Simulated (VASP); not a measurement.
# TiAl3 (I4/mmm) in VASP: a series of runs, part 2 of 2

VASP 6.6.1.

**3. Relaxation of cell and atoms, r2SCAN**

POSCAR reads:

```
TiAl3
1.0
   -1.9111067713      1.9111067713      4.2806687947
    1.9111067713     -1.9111067713      4.2806687947
    1.9111067713      1.9111067713     -4.2806687947
Ti Al
1 3
Direct
    0.0000000000      0.0000000000      0.0000000000
    0.2500000000      0.7500000000      0.5000000000
    0.7500000000      0.2500000000      0.5000000000
    0.5000000000      0.5000000000      0.0000000000
```

INCAR.step1 reads:

```
SYSTEM = TiAl3
PREC = Accurate
ENCUT = 600
ISMEAR = -1
SIGMA = 0.05
LREAL = .False.
LASPH = .True.
NELM = 80
GGA = PE
ALGO = Normal
EDIFF = 1E-4
LWAVE = .True.
LCHARG = .False.
```

INCAR.step2 reads:

```
SYSTEM = TiAl3
PREC = Accurate
ENCUT = 600
EDIFF = 1E-6
ISMEAR = -1
SIGMA = 0.05
LREAL = .False.
LASPH = .True.
NELM = 80
ALGO = Normal
ISIF = 3
LWAVE = .False.
LCHARG = .False.
METAGGA = R2SCAN
LMIXTAU = .True.
IBRION = 2
NSW = 60
EDIFFG = -0.01
ISTART = 1
```

KPOINTS reads:

```
Automatic mesh
0
Gamma
  10 10 10
  0 0 0
```

Potentials or basis: VASP PAW PBE potentials, release 64 (Ti_sv, Al).

Run with:

```
$ cat potpaw_PBE.64/Ti_sv/POTCAR potpaw_PBE.64/Al/POTCAR > POTCAR
$ cp INCAR.step1 INCAR
$ mpirun -np 1 vasp_std > vasp.out
$ cp INCAR.step2 INCAR
$ mpirun -np 1 vasp_std > vasp.out
```

OUTCAR:

```text
SYSTEM = TiAl3
   PREC = Accurate
   ENCUT = 600
   EDIFF = 1E-6
   ISMEAR = -1
   LREAL = .False.
   LASPH = .True.
   NELM = 80
   ISIF = 3
   METAGGA = R2SCAN
   IBRION = 2
   NSW = 60
   EDIFFG = -0.01
   ISTART = 1

 ion  position               nearest neighbor table
   1  0.000  0.000  0.000-   4 2.70   4 2.70   4 2.70   4 2.70   3 2.87   2 2.87   3 2.87   2 2.87
                             3 2.87   3 2.87   2 2.87   2 2.87
   2  0.250  0.750  0.500-   3 2.70   3 2.70   3 2.70   3 2.70   4 2.87   1 2.87   4 2.87   4 2.87
                             1 2.87   1 2.87   4 2.87   1 2.87
   3  0.750  0.250  0.500-   2 2.70   2 2.70   2 2.70   2 2.70   4 2.87   1 2.87   4 2.87   1 2.87
                             4 2.87   4 2.87   1 2.87   1 2.87
   4  0.500  0.500  0.000-   1 2.70   1 2.70   1 2.70   1 2.70   3 2.87   2 2.87   3 2.87   3 2.87
                             2 2.87   2 2.87   3 2.87   2 2.87

  LATTYP: Found a body centered tetragonal cell.
 ALAT       =     3.8222135426
 C/A-ratio  =     2.2398899208

  Lattice vectors:

 A1 = (  -1.9111067713,   1.9111067713,   4.2806687947)
 A2 = (   1.9111067713,  -1.9111067713,   4.2806687947)
 A3 = (   1.9111067713,   1.9111067713,  -4.2806687947)

Analysis of symmetry for initial positions (statically):
=====================================================================
 Subroutine PRICEL returns:
 Original cell was already a primitive cell.

 Routine SETGRP: Setting up the symmetry group for a
 body centered tetragonal supercell.

 Subroutine GETGRP returns: Found 16 space group operations
 (whereof 16 operations were pure point group operations)
 out of a pool of 16 trial point group operations.

The static configuration has the point symmetry D_4h.

Analysis of symmetry for dynamics (positions and initial velocities):
=====================================================================
 Subroutine PRICEL returns:
 Original cell was already a primitive cell.

 Routine SETGRP: Setting up the symmetry group for a
 body centered tetragonal supercell.

 Subroutine GETGRP returns: Found 16 space group operations
 (whereof 16 operations were pure point group operations)
[... 187 lines left out ...]

  energy  without entropy=      -34.9015745395  energy(sigma->0) =      -34.90777370

--------------------------------------- Ionic step        2  -------------------------------------------

 number of electron      20.9999999 magnetization

 Free energy of the ion-electron system (eV)
  ---------------------------------------------------
  ext. energy  EPLUGINS =         0.00000000
  ---------------------------------------------------
  free energy    TOTEN  =       -34.91402253 eV

  energy without entropy =      -34.90164722  energy(sigma->0) =      -34.90783487

 E-fermi :   8.3524     XC(G=0): -11.5549

 val. band max:        8.3371850919   @ k =  -0.1000   0.1000   0.0000
 cond. band min:       8.3648856762   @ k =   0.5000   0.5000   0.3000
 fundamental gap:      0.0277005843
 Fermi energy:         8.3523999440

 k-point     1 :       0.0000    0.0000    0.0000
  band No.  band energies     occupation
      1     -50.4530      2.00000
      2     -25.7246      2.00000
      3     -25.7246      2.00000
      4     -25.6553      2.00000
      5      -2.3859      2.00000
      6       5.3985      2.00000
      7       5.4750      2.00000
      8       6.8926      2.00000
      9       7.0364      2.00000
     10       7.0364      2.00000
     11       9.2197      0.00000
     12      10.1063      0.00000
     13      10.1064      0.00000
     14      10.5423      0.00000
[... 377 lines left out ...]
      1     -50.4508      2.00000
      2     -25.7494      2.00000
      3     -25.7413      2.00000
      4     -25.6524      2.00000
      5       1.0956      2.00000
      6       2.2818      2.00000
      7       3.6614      2.00000
      8       4.8044      2.00000
      9       6.3859      2.00000
     10       7.1290      2.00000
     11       7.8463      1.99992
     12       9.8005      0.00000
     13      10.3394      0.00000
     14      10.8379      0.00000

 [... further k-points ...]
[... 5 lines left out ...]
  --------------------------------------------------------------------------------------
  -------------------------------------------------------------------------------------
  Total       -0.0198309     -0.0198309     -0.0317701      0.0000000      0.0000000      0.0000000
  in kB       -0.5077416     -0.5077416     -0.8134267      0.0000000      0.0000000      0.0000000
  external PRESSURE =      -0.6096366 kB  Pullay stress =       0.0000000 kB

 VOLUME and BASIS-vectors are now :
 -----------------------------------------------------------------------------
  energy-cutoff  :      600.00
  volume of cell :       62.58
      direct lattice vectors                 reciprocal lattice vectors
    -1.912376391  1.912376391  4.277642867     0.000000000  0.261454807  0.116886803
     1.912376391 -1.912376391  4.277642867     0.261454807  0.000000000  0.116886803
     1.912376391  1.912376391 -4.277642867     0.261454807  0.261454807  0.000000000

 POSITION                                       TOTAL-FORCE (eV/Angst)
 -----------------------------------------------------------------------------------
      0.00000      3.82475      0.00000         0.000000      0.000000     -0.000000
      1.91238     -0.00000      2.13882         0.000000     -0.000000      0.000000
     -0.00000      1.91238      2.13882        -0.000000      0.000000     -0.000000
      1.91238      1.91238      0.00000         0.000000      0.000000     -0.000000
 -----------------------------------------------------------------------------------
    total drift:                               -0.000000     -0.000000      0.000000

  FREE ENERGIE OF THE ION-ELECTRON SYSTEM (eV)
  ---------------------------------------------------
  free  energy   TOTEN  =       -34.9140225338 eV

  energy  without entropy=      -34.9016472162  energy(sigma->0) =      -34.90783487

 reached required accuracy - stopping structural energy minimisation
```

OUTCAR.step1:

```text
SYSTEM = TiAl3
   PREC = Accurate
   ENCUT = 600
   ISMEAR = -1
   LREAL = .False.
   LASPH = .True.
[... 640 lines left out ...]
      1.91111      0.00000      2.14033        -0.000000      0.000000      0.000000
      0.00000      1.91111      2.14033         0.000000     -0.000000     -0.000000
      0.00000      0.00000      4.28067        -0.000000     -0.000000     -0.000000
 -----------------------------------------------------------------------------------
    total drift:                               -0.000000     -0.000000     -0.000000

  FREE ENERGIE OF THE ION-ELECTRON SYSTEM (eV)
  ---------------------------------------------------
  free  energy   TOTEN  =       -20.6616239664 eV

  energy  without entropy=      -20.6481895243  energy(sigma->0) =      -20.65490675
```

OSZICAR.step1:

```text
N       E                     dE             d eps       ncg     rms          rms(c)
DAV:   1     0.128465177389E+03    0.12847E+03   -0.10206E+04  2856   0.154E+03
DAV:   2    -0.114683626578E+02   -0.13993E+03   -0.13832E+03  2904   0.362E+02
DAV:   3    -0.224313958498E+02   -0.10963E+02   -0.10631E+02  4938   0.851E+01
DAV:   4    -0.226726203760E+02   -0.24122E+00   -0.24088E+00  3466   0.131E+01
DAV:   5    -0.226815603046E+02   -0.89399E-02   -0.89392E-02  4578   0.243E+00    0.110E+01
DAV:   6    -0.214431259842E+02    0.12384E+01   -0.30488E+01  4294   0.446E+01    0.677E+00
DAV:   7    -0.207347934039E+02    0.70833E+00   -0.10140E+01  3688   0.249E+01    0.297E+00
DAV:   8    -0.207070471227E+02    0.27746E-01   -0.14382E+00  3784   0.106E+01    0.167E+00
DAV:   9    -0.206616272157E+02    0.45420E-01   -0.42912E-01  3886   0.545E+00    0.192E-01
DAV:  10    -0.206630258352E+02   -0.13986E-02   -0.86903E-03  3782   0.847E-01    0.256E-01
DAV:  11    -0.206616116535E+02    0.14142E-02   -0.93535E-03  4068   0.745E-01    0.303E-02
DAV:  12    -0.206616239664E+02   -0.12313E-04   -0.11999E-04  2482   0.100E-01
   1 F= -.20661624E+02 E0= -.20654907E+02  d E =-.134344E-01
```

Run time: 19 min. Hardware: 1 thread of Intel Xeon 8259CL, shared host; peak memory 0.35 GiB.

Results:

- Free energy: -34.9140 eV
- Relaxed volume: 15.64 Å³/atom
- Relaxed cell: a = 5.061 Å, b = 5.061 Å, c = 5.061 Å, α = 135.60°, β = 135.60°, γ = 64.61°
- Space group after relaxing (to 0.1 Å): I4/mmm (No. 139)
- Energy gained by relaxing: 0.0 meV/atom
- Ionic steps: 2
- Pressure after relaxing: -0.1 GPa
- Band gap on the k mesh: zero (an odd number of electrons rules out a gap without spin polarisation)

Final structure:
```yaml
crystal:
  lattice:
    - [-1.91238, 1.91238, 4.27764]
    - [1.91238, -1.91238, 4.27764]
    - [1.91238, 1.91238, -4.27764]
  atoms:
    - { symbol: Ti, position: [0.00000, 0.00000, 0.00000] }
    - { symbol: Al, position: [0.25000, 0.75000, 0.50000] }
    - { symbol: Al, position: [0.75000, 0.25000, 0.50000] }
    - { symbol: Al, position: [0.50000, 0.50000, 0.00000] }
```

Levels at points of the mesh, in eV from the Fermi level:
```csv
k point,band 9,band 10,band 11,band 12,band 13,band 14
"(0.00, 0.00, 0.00)",-1.32,-1.32,0.87,1.75,1.75,2.19
"(0.50, 0.00, 0.00)",-1.15,-0.25,0.57,2.07,2.16,2.92
"(0.50, 0.50, 0.00)",-3.02,-2.34,-1.05,1.95,2.24,3.00
"(0.50, 0.50, 0.50)",-1.06,-0.27,0.79,0.79,1.00,3.23
```

Caveat: the PAW data sets were made with another functional, which shifts forces and pressure a little.

The gap in the log of VASP goes by the Fermi energy; the results here count the filled bands.